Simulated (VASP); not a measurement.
# MgO (Cm) in VASP: further runs

MgO is run at these levels: LDA; tasks: single point.

All numbers are computed with VASP 6.6.1; they aren't measurements. Logs are shortened: lines on timing, memory, paths and dates and some standing lists are left out, and cuts for length are marked.

### 1 The cell of the first run

Symmetry: Cm, No. 8, monoclinic system. The conventional cell has a = 5.096 Å, b = 2.942 Å, c = 14.638 Å, α = 90.00°, β = 100.02°, γ = 90.00°. Mg (site symmetry m) has 6 O at 2.08 Å within 2.8 Å. Within 2.8 Å of Mg (site symmetry m) lie 6 O at 2.08 Å. Within 2.8 Å of Mg (site symmetry m) lie 6 O at 2.08 Å. Within 2.8 Å of Mg (site symmetry m) lie 6 O at 2.08 Å and 1 Mg at 2.55 Å. Mg (site symmetry m) has 6 O at 2.08 Å within 2.8 Å. Within 2.0 Å of Mg (site symmetry m) lie 1 O at 1.47 Å. Within 2.8 Å of O (site symmetry m) lie 6 Mg at 2.08 Å. Within 2.8 Å of O (site symmetry m) lie 6 Mg at 2.08 Å and 1 O at 2.55 Å.

### 2 Single point, LDA

INCAR

```
SYSTEM = MgO
ALGO = Normal
EDIFF = 1E-6
ENCUT = 520
GGA = CA
ISIF = 2
ISMEAR = 0
ISYM = 0
LASPH = .True.
LCHARG = .True.
LELF = .True.
LREAL = .False.
LVHAR = .True.
LWAVE = .False.
NBANDS = 36
NELM = 100
PREC = Accurate
SIGMA = 0.05
```

KPOINTS

```
k-points
0
Gamma
  9 9 2
  0 0 0
```

POSCAR

```
MgO
1.0
    2.0806186598     -2.0806186598      0.0000000000
    2.0806186598      0.0000000000     -2.0806186598
    9.3627839690      8.3224746391      7.2821653092
Mg O
6 6
Direct
    1.0000000000     -0.1875000000      0.3750000000
    0.3333333333      0.2291666667      0.2083333333
    0.6666666667      0.3958333333      0.5416666667
    1.0000000000      0.5625000000      0.8750000000
    0.3333333333     -0.0208333333      0.7083333333
    0.6666666667      0.6458333333      0.0416666667
    0.6666666667      0.5208333333      0.2916666667
    0.0000000000     -0.0625000000      0.1250000000
    0.3333333333      0.1041666667      0.4583333333
    0.6666666667      0.2708333333      0.7916666667
    1.0000000000      0.6875000000      0.6250000000
    0.3333333333     -0.1458333333      0.9583333333
```

Potentials or basis: VASP PAW LDA potentials, release 64 (Mg, O).

Run with:

```
$ cat potpaw_LDA.64/Mg/POTCAR potpaw_LDA.64/O/POTCAR > POTCAR
$ mpirun -np 1 vasp_std > vasp.out
```

OUTCAR:

```text
SYSTEM = MgO
   EDIFF = 1E-6
   ENCUT = 520
   GGA = CA
   ISIF = 2
   ISMEAR = 0
   ISYM = 0
   LASPH = .True.
   LREAL = .False.
   NELM = 100
   PREC = Accurate

 ion  position               nearest neighbor table
   1  0.000  0.812  0.375-   7 2.08   7 2.08   9 2.08   9 2.08   7 2.08   9 2.08   2 2.94   3 2.94
                             3 2.94   2 2.94   2 2.94   3 2.94
   2  0.333  0.229  0.208-   8 2.08   8 2.08   8 2.08   7 2.08   7 2.08   7 2.08   6 2.94   6 2.94
                             6 2.94   1 2.94   1 2.94   1 2.94
   3  0.667  0.396  0.542-  11 2.08  11 2.08  11 2.08   9 2.08   9 2.08   9 2.08   5 2.94   5 2.94
                             5 2.94   1 2.94   1 2.94   1 2.94
   4  0.000  0.562  0.875-  10 2.08  10 2.08  12 2.08  12 2.08  10 2.08  12 2.08   6 2.55   5 2.94
                             5 2.94   5 2.94   6 3.29   6 3.29
   5  0.333  0.979  0.708-  11 2.08  11 2.08  11 2.08  10 2.08  10 2.08  10 2.08   3 2.94   3 2.94
                             3 2.94   4 2.94   4 2.94   4 2.94
   6  0.667  0.646  0.042-  12 1.47   8 2.08   8 2.08   8 2.08  12 2.55  12 2.55   4 2.55   2 2.94
                             2 2.94   2 2.94   4 3.29   4 3.29
   7  0.667  0.521  0.292-   1 2.08   1 2.08   1 2.08   2 2.08   2 2.08   2 2.08
   8  0.000  0.938  0.125-   6 2.08   2 2.08   6 2.08   2 2.08   6 2.08   2 2.08
   9  0.333  0.104  0.458-   1 2.08   1 2.08   1 2.08   3 2.08   3 2.08   3 2.08
  10  0.667  0.271  0.792-   4 2.08   4 2.08   4 2.08   5 2.08   5 2.08   5 2.08
  11  0.000  0.688  0.625-   3 2.08   3 2.08   5 2.08   5 2.08   3 2.08   5 2.08
  12  0.333  0.854  0.958-   6 1.47   4 2.08   4 2.08   4 2.08   6 2.55   6 2.55

IMPORTANT INFORMATION: All symmetrisations will be switched off!
NOSYMM: (Re-)initialisation of all symmetry stuff for point group C_1.

----------------------------------------------------------------------------------------

                                     Primitive cell

  volume of cell :     108.0833

  direct lattice vectors                    reciprocal lattice vectors
     2.080618660 -2.080618660  0.000000000     0.160208759 -0.320417518  0.160208759
     2.080618660  0.000000000 -2.080618660     0.140182664  0.140182664 -0.340443613
     9.362783969  8.322474639  7.282165309     0.040052190  0.040052190  0.040052190

  length of vectors
     2.942439127  2.942439127 14.489832275     0.392429712  0.393959658  0.069372428

  position of ions in fractional coordinates (direct lattice)
     1.000000000  0.812500000  0.375000000
     0.333333333  0.229166667  0.208333333
     0.666666667  0.395833333  0.541666667
     1.000000000  0.562500000  0.875000000
     0.333333333  0.979166667  0.708333333
     0.666666667  0.645833333  0.041666667
     0.666666667  0.520833333  0.291666667
     1.000000000  0.937500000  0.125000000
     0.333333333  0.104166667  0.458333333
     0.666666667  0.270833333  0.791666667
     1.000000000  0.687500000  0.625000000
     0.333333333  0.854166667  0.958333333

  ion indices of the primitive-cell ions
   primitive index   ion index
                 1           1
                 2           2
                 3           3
                 4           4
                 5           5
                 6           6
                 7           7
                 8           8
                 9           9
                10          10
                11          11
                12          12

----------------------------------------------------------------------------------------

 KPOINTS: k-points

Automatic generation of k-mesh.
 Grid dimensions read from file:
 generate k-points for:    9    9    2

 Generating k-lattice:

  Cartesian coordinates                     Fractional coordinates (reciprocal lattice)
     0.017800973 -0.035601946  0.017800973     0.111111111  0.000000000  0.000000000
     0.015575852  0.015575852 -0.037827068     0.000000000  0.111111111  0.000000000
     0.020026095  0.020026095  0.020026095     0.000000000  0.000000000  0.500000000

  Length of vectors
     0.043603301  0.043773295  0.034686214

  Shift w.r.t. Gamma in fractional coordinates (k-lattice)
     0.000000000  0.000000000  0.000000000

 -----------------------------------------------------------------------------
|                                                                             |
|           W    W    AA    RRRRR   N    N  II  N    N   GGGG   !!!           |
|           W    W   A  A   R    R  NN   N  II  NN   N  G    G  !!!           |
|           W    W  A    A  R    R  N N  N  II  N N  N  G       !!!           |
|           W WW W  AAAAAA  RRRRR   N  N N  II  N  N N  G  GGG   !            |
|           WW  WW  A    A  R   R   N   NN  II  N   NN  G    G                |
|           W    W  A    A  R    R  N    N  II  N    N   GGGG   !!!           |
[... 15 lines left out ...]
 ===========================================

 Found     82 irreducible k-points:

 Following reciprocal coordinates:
            Coordinates               Weight
  0.000000  0.000000  0.000000      1.000000
  0.111111  0.000000  0.000000      2.000000
  0.222222  0.000000  0.000000      2.000000
  0.333333  0.000000  0.000000      2.000000
  0.444444  0.000000  0.000000      2.000000
  0.000000  0.111111  0.000000      2.000000
[... 16 lines left out ...]
 -0.111111  0.222222  0.000000      2.000000
  0.000000  0.333333  0.000000      2.000000
 [... further k-points ...]
   k-points           NKPTS =     82   k-points in BZ     NKDIM =     82   number of bands    NBANDS=     36
   number of dos      NEDOS =    301   number of ions     NIONS =     12
   total plane-waves  NPLWV =  62208
   dimension x,y,z NGX =    24 NGY =   24 NGZ =  108
   dimension x,y,z NGXF=    48 NGYF=   48 NGZF=  216
   ions per type =               6   6
   NGX,Y,Z   is equivalent  to a cutoff of  13.56, 13.56, 12.39 a.u.
   NGXF,Y,Z  is equivalent  to a cutoff of  27.12, 27.12, 24.78 a.u.
 SYSTEM =  MgO
   PREC   = accura    normal or accurate (medium, high low for compatibility)
   ISTART =      0    job   : 0-new  1-cont  2-samecut
   ICHARG =      2    charge: 1-file 2-atom 10-const
   ISPIN  =      1    spin polarized calculation?
   LNONCOLLINEAR =      F non collinear calculations
   LSORBIT =      F    spin-orbit coupling
   LASPH  =      T    aspherical Exc in radial PAW
   ENCUT  =  520.0 eV  38.22 Ry    6.18 a.u.   5.47  5.47 26.94*2*pi/ulx,y,z
   NELM   =    100;   NELMIN=  2; NELMDL= -5     # of ELM steps
   EDIFF  = 0.1E-05   stopping-criterion for ELM
   LREAL  =      F    real-space projection
   EDIFFG = 0.1E-04   stopping-criterion for IOM
   NSW    =      0    number of steps for IOM
   IBRION =     -1    ionic relax: 0-MD 1-quasi-New 2-CG
   NFREE  =      0    steps in history (QN), initial steepest desc. (CG)
   ISIF   =      2    stress and relaxation
   ISYM   =      0    0-nonsym 1-usesym 2-fastsym
   POTIM  = 0.5000    time-step for ionic-motion
   TEBEG  =    0.0;   TEEND  =   0.0 temperature during run
   PSTRESS=    0.0 pullay stress
   NELECT =      48.0000    total number of electrons
   NUPDOWN=      -1.0000    fix difference up-down
   EMIN   =  10.00;   EMAX   =-10.00  energy-range for DOS
   EFERMI =   0.00;   METHOD = LEGACY
   ISMEAR =     0;   SIGMA  =   0.05  broadening in eV -4-tet -1-fermi 0-gaus
   EFERMI_NEDOS =   21; number of points for ismear=-14 and -15
   IALGO  =     38    algorithm
   IMIX   =      4    mixing-type and parameters
     AMIX     =   0.40;   BMIX     =  1.00
     AMIX_MAG =   1.60;   BMIX_MAG =  1.00
  volume/ion in A,a.u.               =       9.01        60.78
  Fermi-wavevector in a.u.,A,eV,Ry     =   1.249019  2.360303 21.225744  1.560048
  Thomas-Fermi vector in A             =   2.383079
   LORBIT       =      0    0 simple, 1 ext, 2 COOP (PROOUT), +10 PAW based schemes
   GGA     = CA    functional components
   LHFCALC =     F    Hartree Fock is set to
   AEXX    =    0.0000 exact exchange contribution
   IVDW    =     0    specifies the selected vdW correction
   LEPSILON=     F    determine dielectric tensor
   LRPA    =     F    only Hartree local field effects (RPA)
 non-spin polarized calculation
 Gauss-broadening in eV      SIGMA  =   0.05
  energy-cutoff  :      520.00
  volume of cell :      108.08
 maximum number of plane-waves:      2973
 NGX is ok and might be reduce to    24
   NGX = 11   NGY = 11   NGZ = 53

 number of electron      47.9999967 magnetization

 Free energy of the ion-electron system (eV)
  ---------------------------------------------------
  ext. energy  EPLUGINS =         0.00000000
  ---------------------------------------------------
  free energy    TOTEN  =       -77.12031193 eV

  energy without entropy =      -77.12031193  energy(sigma->0) =      -77.12031193

 E-fermi :   3.5538     XC(G=0): -11.7365

 val. band max:        3.2923571734   @ k =   0.0000   0.0000   0.0000
 cond. band min:       7.7347832020   @ k =   0.0000   0.0000   0.0000
 fundamental gap:      4.4424260287
 Fermi energy:         3.5537610322

 k-point     1 :       0.0000    0.0000    0.0000
  band No.  band energies     occupation
      1     -14.1323      2.00000
      2     -13.7694      2.00000
      3     -13.6422      2.00000
      4     -13.0439      2.00000
      5     -12.9611      2.00000
      6     -12.5237      2.00000
[... 925 lines left out ...]
     35      15.4386      0.00000
     36      15.7020      0.00000

 [... further k-points ...]

------------------------ aborting loop because EDIFF is reached ----------------------------------------

  FORCE on cell =-STRESS in cart. coord.  units (eV):
  Direction    XX          YY          ZZ          XY          YZ          ZX
  --------------------------------------------------------------------------------------
  -------------------------------------------------------------------------------------
  Total       11.2942639      0.4239788     11.2937852      1.3791834      1.3789563     12.9474067
  in kB      167.4209493      6.2848657    167.4138537     20.4443771     20.4410115    191.9263736
  external PRESSURE =     113.7065563 kB  Pullay stress =       0.0000000 kB

 VOLUME and BASIS-vectors are now :
 -----------------------------------------------------------------------------
  energy-cutoff  :      520.00
  volume of cell :      108.08
      direct lattice vectors                 reciprocal lattice vectors
     2.080618660 -2.080618660  0.000000000     0.160208759 -0.320417518  0.160208759
     2.080618660  0.000000000 -2.080618660     0.140182664  0.140182664 -0.340443613
     9.362783969  8.322474639  7.282165309     0.040052190  0.040052190  0.040052190

 POSITION                                       TOTAL-FORCE (eV/Angst)
 -----------------------------------------------------------------------------------
      5.20155      3.12093      1.04031         0.057769      0.058603      0.057767
      3.12093      1.04031      1.04031         0.102376      0.105127      0.102375
      7.28217      3.12093      3.12093         0.059497      0.059413      0.059495
      9.36278      7.28217      5.20155        -0.205865     -0.558873     -0.205866
      9.36278      5.20155      3.12093         0.059338      0.059933      0.059336
      3.12093     -1.04031     -1.04031        12.420266      0.361927     12.420262
      5.20155      1.04031      1.04031        -0.062013     -0.051417     -0.062014
      3.12093      1.04031     -1.04031         0.044208      0.510833      0.044203
      5.20155      3.12093      3.12093        -0.059569     -0.059212     -0.059572
      9.36278      5.20155      5.20155        -0.057558     -0.027210     -0.057563
      7.28217      5.20155      3.12093        -0.059701     -0.058744     -0.059697
     11.44340      7.28217      5.20155       -12.298748     -0.400381    -12.298725
 -----------------------------------------------------------------------------------
    total drift:                               -0.000778      0.000668     -0.000759

  FREE ENERGIE OF THE ION-ELECTRON SYSTEM (eV)
  ---------------------------------------------------
  free  energy   TOTEN  =       -77.1203119270 eV

  energy  without entropy=      -77.1203119270  energy(sigma->0) =      -77.12031193
```

Run time: 2.9 min. Hardware: 1 thread of Intel Xeon 6975P-C (Granite Rapids), shared host; peak memory 0.36 GiB.

Results:

| Property | Result |
| --- | --- |
| Free energy | -77.1203 eV |
| Pressure | 11.4 GPa |
| Largest force | 17.569 eV/Å |
| Band gap on the k mesh | 4.44 eV, direct |

Forces on the atoms (eV/Å):
```
Mg    0.058   0.059   0.058
Mg    0.102   0.105   0.102
Mg    0.059   0.059   0.059
Mg   -0.206  -0.559  -0.206
Mg    0.059   0.060   0.059
Mg   12.420   0.362  12.420
O    -0.062  -0.051  -0.062
O     0.044   0.511   0.044
O    -0.060  -0.059  -0.060
O    -0.058  -0.027  -0.058
O    -0.060  -0.059  -0.060
O   -12.299  -0.400 -12.299
```

Stress tensor (GPa, compression positive):
```
16.74  2.04 19.19
 2.04  0.63  2.04
19.19  2.04 16.74
```

Levels at points of the mesh, in eV from the valence-band top:
| k point | band 22 | band 23 | band 24 | band 25 | band 26 | band 27 |
| --- | --- | --- | --- | --- | --- | --- |
| (0.00, 0.00, 0.00) | -0.08 | -0.04 | 0.00 | 4.44 | 5.77 | 6.34 |
| (0.00, 0.00, 0.50) | -0.24 | -0.04 | -0.03 | 4.60 | 5.40 | 6.76 |

Caveat: forces of over 1 eV/Å act on the atoms, so gaps and moduli don't describe the material at rest. A k mesh can miss the band edges.

### 3 Single point, LDA

This run uses another cell than the first one, of 8.85 Å³/atom, 0.983 times its volume.

INCAR

```
PREC = Accurate
ENCUT = 520
EDIFF = 1E-6
ISMEAR = 0
SIGMA = 0.05
LREAL = F
LASPH = T
NELM = 100
ALGO = Normal
ISIF = 2
LWAVE = F
LCHARG = T
LELF = T
LVHAR = T
ISYM = 0
NBANDS = 36
```

KPOINTS

```
regular mesh
0
Gamma
  9 9 2
```

POSCAR

```
MgO
1.0
    2.0806186598     -2.0806186598      0.0000000000
    2.0806186598      0.0000000000     -2.0806186598
    9.2184464017      8.1781370718      7.1378277419
Mg O
6 6
Direct
    1.0000000000     -0.1908092248      0.3816184496
    0.3333333333      0.2273282085      0.2120102498
    0.6666666667      0.3910533420      0.5512266494
    1.0000000000      0.5547784755      0.8904430490
    0.3333333333     -0.0270840913      0.7208348492
    0.6666666667      0.6454656417      0.0424020500
    0.6666666667      0.5182594918      0.2968143497
    0.0000000000     -0.0636030749      0.1272061499
    0.3333333333      0.1001220586      0.4664225495
    0.6666666667      0.2638471921      0.8056389491
    1.0000000000      0.6819846254      0.6360307493
    0.3333333333     -0.1542902411      0.9752471489
```

Potentials or basis: VASP PAW LDA potentials, release 64 (Mg, O).

Run with:

```
$ cat potpaw_LDA.64/Mg/POTCAR potpaw_LDA.64/O/POTCAR > POTCAR
$ mpirun -np 1 vasp_std > vasp.out
```

It took 5.7 min on 1 thread of AMD EPYC 9R45 (Zen 5), shared host; peak memory 0.32 GiB.

It converged, with:

| Quantity | Value |
| --- | --- |
| Free energy | -70.8253 eV |
| Pressure | 29.6 GPa |
| Largest force | 46.267 eV/Å |
| Band gap on the k mesh | 4.30 eV, direct |

Forces on the atoms (eV/Å):
```
Mg   -0.070  -0.069  -0.070
Mg    0.008   0.017   0.008
Mg   -0.067  -0.067  -0.067
Mg   -0.979  -1.744  -0.979
Mg   -0.068  -0.066  -0.068
Mg   32.657  -2.788  32.657
O     0.064   0.082   0.064
O     0.391   1.251   0.391
O     0.067   0.068   0.067
O     0.036   0.115   0.036
O     0.066   0.069   0.067
O   -32.104   3.132 -32.104
```

Stress tensor (GPa, compression positive):
```
41.31 -1.27 44.84
-1.27  6.32 -1.27
44.84 -1.27 41.31
```

Levels at points of the mesh, in eV from the valence-band top:
| k point | band 21 | band 22 | band 23 | band 24 | band 25 | band 26 | band 27 | band 28 |
| --- | --- | --- | --- | --- | --- | --- | --- | --- |
| (0.00, 0.00, 0.00) | -0.41 | -0.26 | -0.18 | 0.00 | 4.30 | 5.49 | 6.16 | 7.18 |
| (0.00, 0.00, 0.50) | -0.43 | -0.35 | -0.18 | -0.12 | 4.46 | 5.17 | 6.45 | 7.06 |

Caveat: forces of over 1 eV/Å act on the atoms, so gaps and moduli don't describe the material at rest. A k mesh can miss the band edges.

### 4 Single point, LDA

This run uses another cell than the first one, of 9.94 Å³/atom, 1.104 times its volume.

INCAR

```
  PREC = Accurate
  ENCUT = 520
  EDIFF = 1E-6
  ISMEAR = 0
  SIGMA = 0.05
  LREAL = F
  LASPH = T
  NELM = 80
  ALGO = Normal
  ISIF = 2
  LWAVE = F
  LCHARG = T
  GGA = CA
  LELF = T
  LVHAR = T
  ISYM = 0
  NBANDS = 36
```

KPOINTS

```
Automatic mesh
0
Gamma
  9 9 2
```

POSCAR

```
MgO
1.0
    2.0806186598     -2.0806186598      0.0000000000
    2.0806186598      0.0000000000     -2.0806186598
   10.2288093728      9.1885000429      8.1481907130
Mg O
6 6
Direct
    1.0000000000     -0.1698279357      0.3396558715
    0.3333333333      0.2389844801      0.1886977064
    0.6666666667      0.4213596484      0.4906140366
    1.0000000000      0.6037348166      0.7925303668
    0.3333333333      0.0125472325      0.6415722017
    0.6666666667      0.6477968960      0.0377395413
    0.6666666667      0.5345782722      0.2641767889
    0.0000000000     -0.0566093119      0.1132186238
    0.3333333333      0.1257658563      0.4151349540
    0.6666666667      0.3081410245      0.7170512842
    1.0000000000      0.7169534404      0.5660931191
    0.3333333333     -0.1006713913      0.8680094493
```

Run with:

```
$ cat potpaw_LDA.64/Mg/POTCAR potpaw_LDA.64/O/POTCAR > POTCAR
$ mpirun -np 1 vasp_std > vasp.out
```

Wall time 4.2 min (1 thread of Intel Xeon 6975P-C (Granite Rapids), shared host); peak memory 0.38 GiB.

The run converged. Its results:

```
Free energy            : -76.1309 eV
Pressure               : -2.8 GPa
Largest force          : 2.026 eV/Å
Band gap on the k mesh : zero (band 24 reaches 5.15 eV, above the bottom of band 25 at 4.90 eV)
```

Forces in eV/Å, atoms in the order of the input:
```
Mg   0.407  0.408  0.407
Mg   0.478  0.478  0.478
Mg   0.401  0.401  0.401
Mg   1.086  1.084  1.086
Mg   0.391  0.391  0.391
Mg  -1.208 -1.089 -1.208
O   -0.398 -0.397 -0.398
O   -0.308 -0.273 -0.308
O   -0.401 -0.400 -0.400
O   -0.443 -0.443 -0.443
O   -0.402 -0.402 -0.402
O    0.396  0.242  0.396
```

Stress tensor (GPa, compression positive):
```
-3.06 -3.75 -4.20
-3.75 -2.41 -3.75
-4.20 -3.75 -3.06
```

Levels at points of the mesh, in eV from the Fermi level:
```tsv
k point	band 21	band 22	band 23	band 24	band 25	band 26	band 27	band 28
(0.00, 0.00, 0.00)	-1.62	-1.62	-0.61	0.24	0.24	2.27	3.13	3.99
(0.00, 0.00, 0.50)	-1.62	-1.62	-0.52	0.24	0.24	2.14	3.32	3.92
```

Caveat: forces of over 1 eV/Å act on the atoms, so gaps and moduli don't describe the material at rest.

### 5 Overview

| cell | gap on the mesh (eV) | pressure (GPa) | largest force (eV/Å) |
| --- | --- | --- | --- |
| a = 2.942, b = 2.942, c = 14.490 Å, angles 84.2, 87.1, 60.0°, 12 atoms | 4.44 | 11.4 | 17.57 |
| a = 2.942, b = 2.942, c = 14.241 Å, angles 84.1, 87.0, 60.0°, 12 atoms | 4.30 | 29.6 | 46.27 |
| a = 2.942, b = 2.942, c = 15.983 Å, angles 84.7, 87.4, 60.0°, 12 atoms | none | -2.8 | 2.03 |

Alike in all rows: task single point; level LDA; potentials or basis VASP PAW LDA potentials, release 64 (Mg, O); no spin polarisation; k mesh 9 × 9 × 2; cutoff (eV) 520; smearing gaussian 0.05 eV.

Caveats: forces of over 1 eV/Å act on the atoms, so gaps and moduli don't describe the material at rest.

Absolute energies hang on the potentials; compare differences alone.
